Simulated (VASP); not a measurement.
# YbOs (Pm-3m) in VASP: notebook, part 2 of 2

VASP 6.6.1. Earlier steps stand in the parts before.

### Step 4. Single point, r2SCAN (volume scaled by 0.980)

Input file POSCAR:

```
YbOs
1.0
    3.3054290033      0.0000000000      0.0000000000
    0.0000000000      3.3054290033      0.0000000000
    0.0000000000      0.0000000000      3.3054290033
Yb Os
1 1
Direct
    0.0000000000      0.0000000000      0.0000000000
    0.5000000000      0.5000000000      0.5000000000
```

Input file INCAR.step1:

```
SYSTEM = YbOs
ALGO     = Normal         ! electronic algorithm
EDIFF    = 1E-4           ! SCF threshold, eV
ENCUT    = 520            ! plane-wave cutoff, eV
GGA      = PE             ! functional
ISMEAR   = 0              ! smearing method
LASPH    = .True.         ! aspherical terms in the spheres
LCHARG   = .False.        ! write CHGCAR
LREAL    = .False.        ! projectors in reciprocal space
LWAVE    = .True.         ! write WAVECAR
NBANDS   = 23             ! bands
NELM     = 100            ! most SCF steps
PREC     = Accurate       ! precision mode
SIGMA    = 0.05           ! smearing width, eV
```

Input file INCAR.step2:

```
SYSTEM = YbOs
ALGO     = Normal         ! electronic algorithm
EDIFF    = 1E-6           ! SCF threshold, eV
ENCUT    = 520            ! plane-wave cutoff, eV
ISIF     = 2              ! what is computed and relaxed
ISMEAR   = 0              ! smearing method
ISTART   = 1            
LASPH    = .True.         ! aspherical terms in the spheres
LCHARG   = .False.        ! write CHGCAR
LMIXTAU  = .True.       
LREAL    = .False.        ! projectors in reciprocal space
LWAVE    = .False.        ! write WAVECAR
METAGGA  = R2SCAN         ! meta-GGA
NBANDS   = 23             ! bands
NELM     = 100            ! most SCF steps
PREC     = Accurate       ! precision mode
SIGMA    = 0.05           ! smearing width, eV
```

Input file KPOINTS:

```
k-points
0
Gamma
  10 10 10
  0 0 0
```

Potentials or basis: VASP PAW PBE potentials, release 64 (Yb, Os).

Started as:

```
> cat potpaw_PBE.64/Yb/POTCAR potpaw_PBE.64/Os/POTCAR > POTCAR
> cp INCAR.step1 INCAR
> mpirun -np 1 vasp_std > vasp.out
> cp INCAR.step2 INCAR
> mpirun -np 1 vasp_std > vasp.out
```

OUTCAR:

```text
SYSTEM = YbOs
   EDIFF = 1E-6
   ENCUT = 520
   ISIF = 2
   ISMEAR = 0
   ISTART = 1
   LASPH = .True.
   LREAL = .False.
   METAGGA = R2SCAN
   NELM = 100
   PREC = Accurate

 ion  position               nearest neighbor table
   1  0.000  0.000  0.000-   2 2.86   2 2.86   2 2.86   2 2.86   2 2.86   2 2.86   2 2.86   2 2.86

   2  0.500  0.500  0.500-   1 2.86   1 2.86   1 2.86   1 2.86   1 2.86   1 2.86   1 2.86   1 2.86

  LATTYP: Found a simple cubic cell.
 ALAT       =     3.3054290033

  Lattice vectors:

 A1 = (   3.3054290033,   0.0000000000,   0.0000000000)
[... 190 lines left out ...]
      4     -19.4243      2.00000
      5      -2.8748      2.00000
      6       0.6017      2.00000
[... 613 lines left out ...]
     22      12.6165      0.00000
     23      14.3100      0.00000

 [... further k-points ...]
[... 5 lines left out ...]
  --------------------------------------------------------------------------------------
  -------------------------------------------------------------------------------------
  Total        0.8134316      0.8134316      0.8134316     -0.0000000      0.0000000      0.0000000
  in kB       36.0867793     36.0867793     36.0867793     -0.0000000      0.0000000      0.0000000
  external PRESSURE =      36.0867793 kB  Pullay stress =       0.0000000 kB

 VOLUME and BASIS-vectors are now :
 -----------------------------------------------------------------------------
  energy-cutoff  :      520.00
  volume of cell :       36.11
      direct lattice vectors                 reciprocal lattice vectors
     3.305429003  0.000000000  0.000000000     0.302532591  0.000000000  0.000000000
     0.000000000  3.305429003  0.000000000     0.000000000  0.302532591  0.000000000
     0.000000000  0.000000000  3.305429003     0.000000000  0.000000000  0.302532591

 POSITION                                       TOTAL-FORCE (eV/Angst)
 -----------------------------------------------------------------------------------
      0.00000      0.00000      0.00000         0.000000      0.000000      0.000000
      1.65271      1.65271      1.65271         0.000000      0.000000      0.000000
 -----------------------------------------------------------------------------------
    total drift:                               -0.000000      0.000000     -0.000000

  FREE ENERGIE OF THE ION-ELECTRON SYSTEM (eV)
  ---------------------------------------------------
  free  energy   TOTEN  =       -88.0509089454 eV

  energy  without entropy=      -88.0443817897  energy(sigma->0) =      -88.04764537
```

OUTCAR.step1:

```text
SYSTEM = YbOs
   EDIFF = 1E-4
   ENCUT = 520
   GGA = PE
   ISMEAR = 0
   LASPH = .True.
   LREAL = .False.
[... 846 lines left out ...]
      0.00000      0.00000      0.00000         0.000000      0.000000      0.000000
      1.65271      1.65271      1.65271         0.000000      0.000000      0.000000
 -----------------------------------------------------------------------------------
    total drift:                               -0.000000      0.000000     -0.000000

  FREE ENERGIE OF THE ION-ELECTRON SYSTEM (eV)
  ---------------------------------------------------
  free  energy   TOTEN  =       -14.0813415756 eV

  energy  without entropy=      -14.0744227903  energy(sigma->0) =      -14.07788218
```

Wall time 2.7 min (1 thread of Intel Xeon Platinum 8488C (Sapphire Rapids), shared host); peak memory 0.22 GiB.

What came out:

- Free energy: -88.0509 eV
- Pressure: 3.6 GPa
- Band gap on the k mesh: zero (band 16 reaches 5.92 eV, above the bottom of band 17 at 3.99 eV)

Caveat: the cell differs from its parent crystal (volume scaled by 0.980); the PAW data sets were made with another functional, which shifts forces and pressure a little; spin-orbit coupling is left out, which moves the levels of the heavy elements; without U or exact exchange the open f shell lies at the Fermi level, which spoils levels, moments and volumes. Spin polarisation is off, so any magnetic state and its effect on volume and gap are missing.

### Step 5. Single point, r2SCAN

This run uses another cell than the first one, of 18.43 Å³/atom, 0.800 times its volume.

Input file POSCAR:

```
YbOs
1.0
    3.3277636606      0.0000000000      0.0000000000
    0.0000000000      3.3277636606      0.0000000000
    0.0000000000      0.0000000000      3.3277636606
Yb Os
1 1
Direct
    0.0000000000      0.0000000000      0.0000000000
    0.5000000000      0.5000000000      0.5000000000
```

Input file INCAR.step1:

```
ALGO = Normal ; EDIFF = 1E-4
ENCUT = 520 ; GGA = PE
ISMEAR = 0 ; LASPH = True
LCHARG = False ; LREAL = False
LWAVE = True ; NBANDS = 23
NELM = 100 ; PREC = Accurate
SIGMA = 0.05
```

Input file INCAR.step2:

```
ALGO = Normal ; EDIFF = 1E-7
ENCUT = 520 ; ISIF = 2
ISMEAR = 0 ; ISTART = 1
LASPH = True ; LCHARG = True
LELF = True ; LMIXTAU = True
LREAL = False ; LVHAR = True
LWAVE = False ; METAGGA = R2SCAN
NBANDS = 23 ; NELM = 100
PREC = Accurate ; SIGMA = 0.05
```

Input file KPOINTS:

```
k-points
0
Gamma
  10 10 10
```

Started as:

```
> cat potpaw_PBE.64/Yb/POTCAR potpaw_PBE.64/Os/POTCAR > POTCAR
> cp INCAR.step1 INCAR
> mpirun -np 1 vasp_std > vasp.out
> cp INCAR.step2 INCAR
> mpirun -np 1 vasp_std > vasp.out
```

It took 4 min on 1 thread of Intel Xeon Platinum 8488C (Sapphire Rapids), shared host; peak memory 0.22 GiB.

The run converged. Its results:

```
Free energy            : -88.0604 eV
Pressure               : 0.5 GPa
Band gap on the k mesh : zero (band 16 reaches 5.73 eV, above the bottom of band 17 at 3.85 eV)
```

Levels at points of the mesh, in eV from the Fermi level:
| k point | band 14 | band 15 | band 16 | band 17 | band 18 | band 19 |
| --- | --- | --- | --- | --- | --- | --- |
| (0.00, 0.00, 0.00) | -0.49 | -0.41 | -0.41 | -0.41 | 5.16 | 5.16 |
| (0.50, 0.00, 0.00) | -0.28 | 0.06 | 0.06 | 0.67 | 2.07 | 2.16 |
| (0.50, 0.50, 0.00) | -0.54 | -0.43 | 1.43 | 1.88 | 2.63 | 2.63 |
| (0.50, 0.50, 0.50) | -0.53 | 0.01 | 0.01 | 0.01 | 1.52 | 1.52 |

Caveat: the PAW data sets were made with another functional, which shifts forces and pressure a little; spin-orbit coupling is left out, which moves the levels of the heavy elements; without U or exact exchange the open f shell lies at the Fermi level, which spoils levels, moments and volumes.

### Step 6. Single point, r2SCAN (volume scaled by 1.020)

Input file POSCAR:

```
YbOs
1.0
    3.3498024728      0.0000000000      0.0000000000
    0.0000000000      3.3498024728      0.0000000000
    0.0000000000      0.0000000000      3.3498024728
Yb Os
1 1
Direct
    0.0000000000      0.0000000000      0.0000000000
    0.5000000000      0.5000000000      0.5000000000
```

Input file INCAR.step1:

```
SYSTEM = YbOs
ALGO = Normal
EDIFF = 1E-4
ENCUT = 520
GGA = PE
ISMEAR = 0
LASPH = .True.
LCHARG = .False.
LREAL = .False.
LWAVE = .True.
NBANDS = 23
NELM = 80
PREC = Accurate
SIGMA = 0.05
```

Input file INCAR.step2:

```
SYSTEM = YbOs
ALGO = Normal
EDIFF = 1E-6
ENCUT = 520
ISIF = 2
ISMEAR = 0
ISTART = 1
LASPH = .True.
LCHARG = .False.
LMIXTAU = .True.
LREAL = .False.
LWAVE = .False.
METAGGA = R2SCAN
NBANDS = 23
NELM = 80
PREC = Accurate
SIGMA = 0.05
```

Input file KPOINTS:

```
k-points
0
Gamma
  10 10 10
  0 0 0
```

Potentials or basis: VASP PAW PBE potentials, release 64 (Yb, Os).

Started as:

```
> cat potpaw_PBE.64/Yb/POTCAR potpaw_PBE.64/Os/POTCAR > POTCAR
> cp INCAR.step1 INCAR
> mpirun -np 1 vasp_std > vasp.out
> cp INCAR.step2 INCAR
> mpirun -np 1 vasp_std > vasp.out
```

It took 3.4 min on 1 thread of Intel Xeon Platinum 8488C (Sapphire Rapids), shared host; peak memory 0.22 GiB.

The run converged. Its results:

| Property | Result |
| --- | --- |
| Free energy | -88.0571 eV |
| Pressure | -3.8 GPa |
| Band gap on the k mesh | zero (band 16 reaches 5.55 eV, above the bottom of band 17 at 3.72 eV) |

Levels at points of the mesh, in eV from the Fermi level:
| k point | band 14 | band 15 | band 16 | band 17 | band 18 | band 19 |
| --- | --- | --- | --- | --- | --- | --- |
| (0.00, 0.00, 0.00) | -0.48 | -0.38 | -0.38 | -0.38 | 5.12 | 5.12 |
| (0.50, 0.00, 0.00) | -0.27 | 0.06 | 0.06 | 0.65 | 2.01 | 2.22 |
| (0.50, 0.50, 0.00) | -0.53 | -0.42 | 1.41 | 1.83 | 2.54 | 2.54 |
| (0.50, 0.50, 0.50) | -0.51 | 0.06 | 0.06 | 0.06 | 1.50 | 1.50 |

Caveat: the cell differs from its parent crystal (volume scaled by 1.020); the PAW data sets were made with another functional, which shifts forces and pressure a little; spin-orbit coupling is left out, which moves the levels of the heavy elements; without U or exact exchange the open f shell lies at the Fermi level, which spoils levels, moments and volumes. Spin polarisation is off, so any magnetic state and its effect on volume and gap are missing.

### Step 7. Summary

```csv
level,cell,k mesh,gap on the mesh (eV),pressure (GPa)
PBE,"a = 3.585 Å, 2 atoms",6 × 6 × 6,none,-15.5
r2SCAN,"a = 3.283 Å, 2 atoms",10 × 10 × 10,none,7.0
r2SCAN,"a = 3.305 Å, 2 atoms",10 × 10 × 10,none,3.6
r2SCAN,"a = 3.328 Å, 2 atoms",10 × 10 × 10,none,0.5
r2SCAN,"a = 3.350 Å, 2 atoms",10 × 10 × 10,none,-3.8
```

Alike in all rows: task single point; potentials or basis VASP PAW PBE potentials, release 64 (Yb, Os); no spin polarisation; cutoff (eV) 520; smearing gaussian 0.05 eV.

Caveats: spin-orbit coupling is left out, which moves the levels of the heavy elements; without U or exact exchange the open f shell lies at the Fermi level, which spoils levels, moments and volumes; the PAW data sets were made with another functional, which shifts forces and pressure a little (some runs).

Absolute energies hang on the potentials; compare differences alone.
